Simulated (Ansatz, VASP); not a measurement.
**One calculation of Al, two programs**

POSCAR

```
Al
1.0
    2.7421439677      0.0000000000      0.0000000000
   -1.3710719838      2.3747663369      0.0000000000
    0.0000000000      0.0000000000      5.1101925000
Al
2
Direct
    0.6666666667      0.3333333333      0.7500000000
    0.3333333333      0.6666666667      0.2500000000
```

INCAR.step1

```
ALGO     = Normal         # electronic algorithm
EDIFF    = 1E-4           # SCF threshold, eV
ENCUT    = 520            # plane-wave cutoff, eV
GGA      = PE             # functional
ISMEAR   = 0              # smearing method
LASPH    = True           # aspherical terms in the spheres
LCHARG   = False          # write CHGCAR
LREAL    = False          # projectors in reciprocal space
LWAVE    = True           # write WAVECAR
NBANDS   = 10             # bands
NELM     = 80             # most SCF steps
PREC     = Accurate       # precision mode
SIGMA    = 0.15           # smearing width, eV
```

INCAR.step2

```
ALGO     = Normal         # electronic algorithm
EDIFF    = 1E-7           # SCF threshold, eV
ENCUT    = 520            # plane-wave cutoff, eV
ISIF     = 2              # what is computed and relaxed
ISMEAR   = 0              # smearing method
ISTART   = 1            
LASPH    = True           # aspherical terms in the spheres
LCHARG   = True           # write CHGCAR
LELF     = True           # ELF
LMIXTAU  = True         
LREAL    = False          # projectors in reciprocal space
LVHAR    = True         
LWAVE    = False          # write WAVECAR
METAGGA  = R2SCAN         # meta-GGA
NBANDS   = 10             # bands
NELM     = 80             # most SCF steps
PREC     = Accurate       # precision mode
SIGMA    = 0.15           # smearing width, eV
```

Contents of KPOINTS:

```
k-points
0
Gamma
  18 18 10
```

Input for Ansatz:

```yaml
crystal:
  lattice:
    - [2.7421439677, 0.0, 0.0]
    - [-1.3710719838, 2.3747663369, 0.0]
    - [0.0, 0.0, 5.1101925]
  atoms:
    - { symbol: Al, position: [0.6666666667, 0.3333333333, 0.75] }
    - { symbol: Al, position: [0.3333333333, 0.6666666667, 0.25] }
basis:
  ecutwfc: 500
kpoints:
  mp_grid: { grid: [18, 18, 10] }
hamiltonian:
  xc: r2scan
scf:
  occupations: { method: gaussian, width: 0.15 }
output:
  forces: true
  stress: true
  eigenvalues: true
  write_density: true
  write_potential: true
  elf: true
  volumetric_format: npy
```

Change from the starting cell: strain -0.025 along x and y, +0.050 along z, atoms carried along.

Alike in both runs: task single point; functional r2SCAN; k mesh 18 × 18 × 10; occupations gaussian, width 0.15 eV; no spin polarisation.

```csv
,VASP,Ansatz
version,VASP 6.6.1,Ansatz 0.2.0
potentials or method,"VASP PAW PBE potentials, release 64 (Al), cutoff 520 eV","scalar-relativistic, plane waves, PAW"
valence electrons in the cell,6,6
```

Ansatz gave:

- gap on the k mesh at the Fermi level (eV): none
- pressure (GPa): -1.2
- traceless stress, the component that is largest in VASP (GPa): -6.33

Question: Which values does VASP return?

Answer: gap on the k mesh at the Fermi level (eV): none; pressure (GPa): -1.5; traceless stress, the component that is largest in VASP (GPa): -6.29.

VASP's potentials were made for PBE, not for r2SCAN. A gap of «none» marks a metal or a gap that the smearing closes.
